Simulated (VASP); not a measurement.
A run of VASP 6.6.1 is set up as follows.

POSCAR

```
BN
1.0
    0.0000000000      1.8130010000      1.8130010000
    1.8130010000      0.0000000000      1.8130010000
    1.8130010000      1.8130010000      0.0000000000
B N
1 1
Direct
   -0.0097505018      0.0097505018      0.0000000000
    0.7500000000      0.7500000000      0.7500000000
```

The input INCAR.step1:

```
PREC = Accurate ; ENCUT = 520
ISMEAR = 0 ; SIGMA = 0.05
LREAL = F ; LASPH = T
NELM = 60 ; NBANDS = 11
GGA = PE ; ALGO = Normal
EDIFF = 1E-4 ; LWAVE = T
LCHARG = F
```

INCAR.step2

```
PREC = Accurate ; ENCUT = 520
EDIFF = 1E-7 ; ISMEAR = 0
SIGMA = 0.05 ; LREAL = F
LASPH = T ; NELM = 60
ALGO = Normal ; ISIF = 2
LWAVE = F ; LCHARG = F
METAGGA = R2SCAN ; LMIXTAU = T
NBANDS = 11 ; ISTART = 1
```

The input KPOINTS:

```
regular mesh
0
Gamma
  12 12 12
```

Potentials or basis: VASP PAW PBE potentials, release 64 (B, N).

Launch:

```sh
$ cat potpaw_PBE.64/B/POTCAR potpaw_PBE.64/N/POTCAR > POTCAR
$ cp INCAR.step1 INCAR
$ mpirun -np 1 vasp_std > vasp.out
$ cp INCAR.step2 INCAR
$ mpirun -np 1 vasp_std > vasp.out
```

Problem. Estimate the largest force.

Solution. 0.593 eV/Å.

Problem. What does it give for the band gap on the k mesh?

Solution. 4.73 eV, indirect (least direct gap 9.09 eV).

Problem. Predict the pressure.

Solution. -3.9 GPa.

Stress tensor (GPa, compression positive):
```
-3.93 -0.19  0.10
-0.19 -3.93 -0.10
 0.10 -0.10 -3.89
```

Caveat: the cell differs from its parent crystal (all B atoms moved +0.025 Å, as atom 1 along Cartesian [1 -1 0]); the PAW data sets were made with another functional, which shifts forces and pressure a little. A k mesh can miss the band edges.
